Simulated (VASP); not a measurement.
# Si in VASP: notebook

Si is run at these levels: LDA; tasks: single point.

Everything below comes from runs of VASP 6.6.1. Logs are shortened: lines on timing, memory, paths and dates and some standing lists are left out, and cuts for length are marked.

## (1) The cell of the first run

The typed cell holds 2 atoms: a = 3.493 Å, b = 3.492 Å, c = 3.506 Å, α = 99.91°, β = 94.80°, γ = 137.17°.

## (2) Single point, LDA (equal xy, yz and zx shear strains of +1 %)

INCAR reads:

```
PREC = Accurate
ENCUT = 520
EDIFF = 1E-7
ISMEAR = -1
SIGMA = 0.05
LREAL = False
LASPH = True
NELM = 100
ALGO = Normal
ISIF = 2
LWAVE = False
LCHARG = True
GGA = CA
LELF = True
LVHAR = True
NBANDS = 11
```

KPOINTS reads:

```
Automatic mesh
0
Gamma
  16 16 16
```

POSCAR reads:

```
Si
1.0
   -2.2327825000      2.3636200000      1.2755875000
    2.2455325000     -2.3508700000      1.2744125000
    2.2564675000      2.3733800000     -1.2519025000
Si
2
Direct
    0.8070000000      0.5570000000      0.2500000000
    0.1930000000      0.4430000000      0.7500000000
```

Potentials or basis: VASP PAW LDA potentials, release 64 (Si).

Started as:

```
cat potpaw_LDA.64/Si/POTCAR > POTCAR
mpirun -np 1 vasp_std > vasp.out
```

OUTCAR:

```text
PREC = Accurate
   ENCUT = 520
   EDIFF = 1E-7
   ISMEAR = -1
   LREAL = False
   LASPH = True
   NELM = 100
   ISIF = 2
   GGA = CA

 ion  position               nearest neighbor table
   1  0.807  0.557  0.250-   2 2.38   2 2.39   2 2.45   2 2.47   2 2.73   2 2.75
   2  0.193  0.443  0.750-   1 2.38   1 2.39   1 2.45   1 2.47   1 2.73   1 2.75

  LATTYP: Found a triclinic cell.
 ALAT       =     5.0210355902
 B/A-ratio  =     1.3481371640
 C/A-ratio  =     0.9434544604
 COS(alpha) =     0.0008856198
 COS(beta)  =     0.4748698002
 COS(gamma) =     0.8641225268

  Lattice vectors:

 A1 = (   2.2200325000,  -2.3763700000,  -3.8255875000)
 A2 = (   4.4765000000,  -0.0029900000,  -5.0774900000)
 A3 = (  -0.0236850000,  -4.7370000000,  -0.0236850000)

Analysis of symmetry for initial positions (statically):
=====================================================================
 Subroutine PRICEL returns:
 Original cell was already a primitive cell.

 Routine SETGRP: Setting up the symmetry group for a
 triclinic supercell.

 Subroutine GETGRP returns: Found  2 space group operations
 (whereof  2 operations were pure point group operations)
 out of a pool of  2 trial point group operations.

The static configuration has the point symmetry S_2 .

Analysis of symmetry for dynamics (positions and initial velocities):
=====================================================================
 Subroutine PRICEL returns:
 Original cell was already a primitive cell.

 Routine SETGRP: Setting up the symmetry group for a
 triclinic supercell.

 Subroutine GETGRP returns: Found  2 space group operations
 (whereof  2 operations were pure point group operations)
 out of a pool of  2 trial point group operations.

The dynamic configuration has the point symmetry S_2 .

 Subroutine INISYM returns: Found  2 space group operations
 (whereof  2 operations are pure point group operations),
 and found     1 'primitive' translations

----------------------------------------------------------------------------------------

                                     Primitive cell

  volume of cell :      27.1886

  direct lattice vectors                    reciprocal lattice vectors
    -2.232782500  2.363620000  1.275587500    -0.003001448  0.209163451  0.391126053
     2.245532500 -2.350870000  1.274412500     0.220183426 -0.003056273  0.391071227
     2.256467500  2.373380000 -1.251902500     0.221084231  0.210009430 -0.002155468

  length of vectors
     3.492726824  3.491866719  3.505971773     0.443551516  0.448805956  0.304937443

  position of ions in fractional coordinates (direct lattice)
     0.807000000  0.557000000  0.250000000
     0.193000000  0.443000000  0.750000000

  ion indices of the primitive-cell ions
   primitive index   ion index
                 1           1
                 2           2

----------------------------------------------------------------------------------------

 KPOINTS: Automatic mesh

Automatic generation of k-mesh.
 Grid dimensions read from file:
 generate k-points for:   16   16   16

 Generating k-lattice:

  Cartesian coordinates                     Fractional coordinates (reciprocal lattice)
    -0.000187590  0.013072716  0.024445378     0.062500000 -0.000000000 -0.000000000
     0.013761464 -0.000191017  0.024441952    -0.000000000  0.062500000  0.000000000
     0.013817764  0.013125589 -0.000134717    -0.000000000  0.000000000  0.062500000

  Length of vectors
     0.027721970  0.028050372  0.019058590

  Shift w.r.t. Gamma in fractional coordinates (k-lattice)
     0.000000000  0.000000000  0.000000000

 Subroutine IBZKPT returns following result:
 ===========================================

 Found   2052 irreducible k-points:

 Following reciprocal coordinates:
            Coordinates               Weight
  0.000000  0.000000  0.000000      1.000000
  0.062500  0.000000 -0.000000      2.000000
  0.125000  0.000000 -0.000000      2.000000
  0.187500  0.000000 -0.000000      2.000000
  0.250000  0.000000 -0.000000      2.000000
  0.312500  0.000000  0.000000      2.000000
[... 16 lines left out ...]
 -0.187500  0.062500  0.000000      2.000000
 -0.125000  0.062500  0.000000      2.000000
 [... further k-points ...]
   k-points           NKPTS =   2052   k-points in BZ     NKDIM =   2052   number of bands    NBANDS=     11
   number of dos      NEDOS =    301   number of ions     NIONS =      2
   total plane-waves  NPLWV =  21952
   dimension x,y,z NGX =    28 NGY =   28 NGZ =   28
   dimension x,y,z NGXF=    56 NGYF=   56 NGZF=   56
   ions per type =               2
   NGX,Y,Z   is equivalent  to a cutoff of  13.33, 13.33, 13.28 a.u.
   NGXF,Y,Z  is equivalent  to a cutoff of  26.65, 26.66, 26.55 a.u.
 SYSTEM =  unknown system
   PREC   = accura    normal or accurate (medium, high low for compatibility)
   ISTART =      0    job   : 0-new  1-cont  2-samecut
   ICHARG =      2    charge: 1-file 2-atom 10-const
   ISPIN  =      1    spin polarized calculation?
   LNONCOLLINEAR =      F non collinear calculations
   LSORBIT =      F    spin-orbit coupling
   LASPH  =      T    aspherical Exc in radial PAW
   ENCUT  =  520.0 eV  38.22 Ry    6.18 a.u.   6.49  6.49  6.52*2*pi/ulx,y,z
   NELM   =    100;   NELMIN=  2; NELMDL= -5     # of ELM steps
   EDIFF  = 0.1E-06   stopping-criterion for ELM
   LREAL  =      F    real-space projection
   EDIFFG = 0.1E-05   stopping-criterion for IOM
   NSW    =      0    number of steps for IOM
   IBRION =     -1    ionic relax: 0-MD 1-quasi-New 2-CG
   NFREE  =      0    steps in history (QN), initial steepest desc. (CG)
   ISIF   =      2    stress and relaxation
   ISYM   =      2    0-nonsym 1-usesym 2-fastsym
   POTIM  = 0.5000    time-step for ionic-motion
   TEBEG  =    0.0;   TEEND  =   0.0 temperature during run
   PSTRESS=    0.0 pullay stress
   NELECT =       8.0000    total number of electrons
   NUPDOWN=      -1.0000    fix difference up-down
   EMIN   =  10.00;   EMAX   =-10.00  energy-range for DOS
   EFERMI =   0.00;   METHOD = LEGACY
   ISMEAR =    -1;   SIGMA  =   0.05  broadening in eV -4-tet -1-fermi 0-gaus
   EFERMI_NEDOS =   21; number of points for ismear=-14 and -15
   IALGO  =     38    algorithm
   IMIX   =      4    mixing-type and parameters
     AMIX     =   0.40;   BMIX     =  1.00
     AMIX_MAG =   1.60;   BMIX_MAG =  1.00
  volume/ion in A,a.u.               =      13.59        91.74
  Fermi-wavevector in a.u.,A,eV,Ry     =   1.088870  2.057666 16.131577  1.185637
  Thomas-Fermi vector in A             =   2.225061
   LORBIT       =      0    0 simple, 1 ext, 2 COOP (PROOUT), +10 PAW based schemes
   GGA     = CA    functional components
   LHFCALC =     F    Hartree Fock is set to
   AEXX    =    0.0000 exact exchange contribution
   IVDW    =     0    specifies the selected vdW correction
   LEPSILON=     F    determine dielectric tensor
   LRPA    =     F    only Hartree local field effects (RPA)
 non-spin polarized calculation
  energy-cutoff  :      520.00
  volume of cell :       27.19
 maximum number of plane-waves:       753
 NGX is ok and might be reduce to    28
   NGX = 13   NGY = 13   NGZ = 13

 number of electron       8.0000000 magnetization

 Free energy of the ion-electron system (eV)
  ---------------------------------------------------
  ext. energy  EPLUGINS =         0.00000000
  ---------------------------------------------------
  free energy    TOTEN  =       -11.41671579 eV

  energy without entropy =      -11.41065424  energy(sigma->0) =      -11.41368502

 E-fermi :  10.6598     XC(G=0): -11.4539

 val. band max:       10.6571263976   @ k =   0.3750   0.5000   0.1250
 cond. band min:      10.6602107614   @ k =  -0.3125  -0.0625   0.1250
 fundamental gap:      0.0030843638
 Fermi energy:        10.6598206379

 k-point     1 :       0.0000    0.0000    0.0000
  band No.  band energies     occupation
      1      -4.0933      2.00000
      2       7.6840      2.00000
      3       8.2243      2.00000
      4       8.9641      2.00000
      5      11.7986      0.00000
      6      18.4429      0.00000
      7      19.7226      0.00000
      8      20.5795      0.00000
      9      21.1039      0.00000
     10      21.3164      0.00000
     11      22.6248      0.00000

 k-point     2 :       0.0625    0.0000   -0.0000
  band No.  band energies     occupation
      1      -3.9826      2.00000
      2       7.6319      2.00000
      3       7.9038      2.00000
      4       9.4732      2.00000
      5      12.0476      0.00000
      6      17.6365      0.00000
      7      19.0366      0.00000
      8      20.0401      0.00000
      9      20.5904      0.00000
     10      21.1974      0.00000
     11      22.8788      0.00000

 k-point     3 :       0.1250    0.0000   -0.0000
  band No.  band energies     occupation
      1      -3.6507      2.00000
      2       7.4444      2.00000
      3       7.6434      2.00000
      4      10.3447      1.99634
      5      12.7439      0.00000
      6      16.3469      0.00000
      7      16.7838      0.00000
      8      19.0277      0.00000
      9      19.2773      0.00000
     10      20.6824      0.00000
     11      22.5442      0.00000

 k-point     4 :       0.1875    0.0000   -0.0000
  band No.  band energies     occupation
      1      -3.0990      2.00000
      2       7.2547      2.00000
      3       7.6117      2.00000
      4      11.1313      0.00016
      5      13.7764      0.00000
      6      14.6519      0.00000
      7      15.0438      0.00000
      8      17.3581      0.00000
      9      18.0553      0.00000
     10      19.5122      0.00000
     11      23.4329      0.00000

 k-point     5 :       0.2500    0.0000   -0.0000
  band No.  band energies     occupation
      1      -2.3297      2.00000
      2       7.2318      2.00000
      3       7.7216      2.00000
      4      10.6134      1.43379
      5      13.6182      0.00000
      6      14.1333      0.00000
      7      14.9383      0.00000
      8      15.8501      0.00000
      9      17.1152      0.00000
     10      18.4707      0.00000
     11      24.1263      0.00000
[... 211 lines left out ...]
 k-point    21 :      -0.3125    0.0625   -0.0000
  band No.  band energies     occupation
      1      -2.0775      2.00000
      2       6.1953      2.00000
      3       7.8142      2.00000
      4      10.3402      1.99666
      5      13.2439      0.00000
      6      14.3039      0.00000
      7      15.5165      0.00000
      8      16.7031      0.00000
      9      16.8025      0.00000
     10      19.3496      0.00000
     11      23.1766      0.00000

 k-point    22 :      -0.2500    0.0625   -0.0000
  band No.  band energies     occupation
      1      -2.8957      2.00000
      2       6.1712      2.00000
      3       7.6913      2.00000
      4      11.4408      0.00000
      5      14.0504      0.00000
      6      14.4018      0.00000
      7      15.2525      0.00000
      8      17.2447      0.00000
      9      18.0020      0.00000
     10      20.2821      0.00000
     11      22.6296      0.00000

 k-point    23 :      -0.1875    0.0625    0.0000
  band No.  band energies     occupation
      1      -3.4970      2.00000
      2       6.3357      2.00000
      3       7.7146      2.00000
      4      10.8631      0.03376
      5      13.6967      0.00000
      6      15.4728      0.00000
      7      16.4179      0.00000
      8      18.7464      0.00000
      9      19.4051      0.00000
     10      21.2360      0.00000
     11      22.5129      0.00000

 k-point    24 :      -0.1250    0.0625    0.0000
  band No.  band energies     occupation
      1      -3.8790      2.00000
      2       6.6727      2.00000
      3       7.8347      2.00000
      4      10.0691      1.99999
      5      12.8201      0.00000
      6      16.6150      0.00000
      7      18.6935      0.00000
      8      20.1062      0.00000
      9      20.4641      0.00000
     10      21.7003      0.00000
     11      23.1744      0.00000

 [... further k-points ...]

------------------------ aborting loop because EDIFF is reached ----------------------------------------

  FORCE on cell =-STRESS in cart. coord.  units (eV):
  Direction    XX          YY          ZZ          XY          YZ          ZX
  --------------------------------------------------------------------------------------
  -------------------------------------------------------------------------------------
  Total        1.7007033      2.1307985      1.7490276     -0.1388145     -0.1315539     -0.0772260
  in kB      100.2195696    125.5643534    103.0672384     -8.1801010     -7.7522494     -4.5507974
  external PRESSURE =     109.6170538 kB  Pullay stress =       0.0000000 kB

 VOLUME and BASIS-vectors are now :
 -----------------------------------------------------------------------------
  energy-cutoff  :      520.00
  volume of cell :       27.19
      direct lattice vectors                 reciprocal lattice vectors
    -2.232782500  2.363620000  1.275587500    -0.003001448  0.209163451  0.391126053
     2.245532500 -2.350870000  1.274412500     0.220183426 -0.003056273  0.391071227
     2.256467500  2.373380000 -1.251902500     0.221084231  0.210009430 -0.002155468

 POSITION                                       TOTAL-FORCE (eV/Angst)
 -----------------------------------------------------------------------------------
      0.01302      1.19135      1.42627         0.030347     -0.012280      0.015099
      2.25619      1.19478     -0.12817        -0.030347      0.012280     -0.015099
 -----------------------------------------------------------------------------------
    total drift:                                0.000000     -0.000000     -0.000000

  FREE ENERGIE OF THE ION-ELECTRON SYSTEM (eV)
  ---------------------------------------------------
  free  energy   TOTEN  =       -11.4167157896 eV

  energy  without entropy=      -11.4106542431  energy(sigma->0) =      -11.41368502
```

Wall time 7.9 min (1 thread of Intel Xeon 6975P-C (Granite Rapids), shared host); peak memory 0.54 GiB.

Results:

- Free energy: -11.4167 eV
- Pressure: 11.0 GPa
- Largest force: 0.036 eV/Å
- Band gap on the k mesh: zero (bands 4 and 5 overlap by 7.41 eV)

Forces in eV/Å, atoms in the order of the input:
```
Si   0.030 -0.012  0.015
Si  -0.030  0.012 -0.015
```

Stress tensor (GPa, compression positive):
```
10.02 -0.82 -0.46
-0.82 12.56 -0.78
-0.46 -0.78 10.31
```

Caveat: the cell differs from its parent crystal (equal xy, yz and zx shear strains of +1 %); the cell stands under pressure.

## (3) Single point, LDA (12.92 Å³/atom)

This run uses another cell than the first one, of 12.92 Å³/atom.

INCAR reads:

```
PREC     = Accurate       # precision mode
ENCUT    = 520            # plane-wave cutoff, eV
EDIFF    = 1E-6           # SCF threshold, eV
ISMEAR   = -1             # smearing method
SIGMA    = 0.05           # smearing width, eV
LREAL    = F              # projectors in reciprocal space
LASPH    = T              # aspherical terms in the spheres
NELM     = 100            # most SCF steps
ALGO     = Normal         # electronic algorithm
ISIF     = 2              # what is computed and relaxed
LWAVE    = F              # write WAVECAR
LCHARG   = F              # write CHGCAR
GGA      = CA             # functional
NBANDS   = 11             # bands
```

KPOINTS is that of step 2.

POSCAR reads:

```
Si
1.0
   -2.2128400857      2.3283481754      1.2533856549
    2.2128400857     -2.3283481754      1.2533856549
    2.2128400857      2.3283481754     -1.2533856549
Si
2
Direct
    0.8070000000      0.5570000000      0.2500000000
    0.1930000000      0.4430000000      0.7500000000
```

Potentials or basis: VASP PAW LDA potentials, release 64 (Si).

Started as:

```
cat potpaw_LDA.64/Si/POTCAR > POTCAR
mpirun -np 1 vasp_std > vasp.out
```

Wall time 56 s (1 thread of Intel Xeon 6975P-C (Granite Rapids), shared host); peak memory 0.24 GiB.

Results (log left out):

```yaml
Free_energy: -11.2875 eV
Pressure: 20.3 GPa
Largest_force: 0.034 eV/Å
Band_gap_on_the_k_mesh: zero (bands 4 and 5 overlap by 7.73 eV)
```

Forces on the atoms (eV/Å):
```
Si   0.000  0.000 -0.034
Si   0.000  0.000  0.034
```

Stress tensor (GPa, compression positive):
```
19.00  0.00  0.00
 0.00 22.76  0.00
 0.00  0.00 19.05
```

Levels at points of the mesh, in eV from the Fermi level:
| k point | band 2 | band 3 | band 4 | band 5 | band 6 | band 7 |
| --- | --- | --- | --- | --- | --- | --- |
| (0.00, 0.00, 0.00) | -3.08 | -2.56 | -1.52 | 0.89 | 7.85 | 9.48 |
| (0.50, 0.00, 0.00) | -7.88 | -1.82 | -1.45 | -1.25 | -0.08 | 5.07 |
| (0.00, 0.50, 0.00) | -7.61 | -2.92 | -2.27 | -1.28 | 0.89 | 5.40 |
| (0.50, 0.50, 0.00) | -11.78 | 0.12 | 0.12 | 3.03 | 3.03 | 8.99 |
| (0.50, 0.50, 0.50) | -8.32 | -8.01 | -7.71 | 5.96 | 6.61 | 14.82 |

Caveat: the cell stands under pressure.

(Part 1 of 2 ends here.)
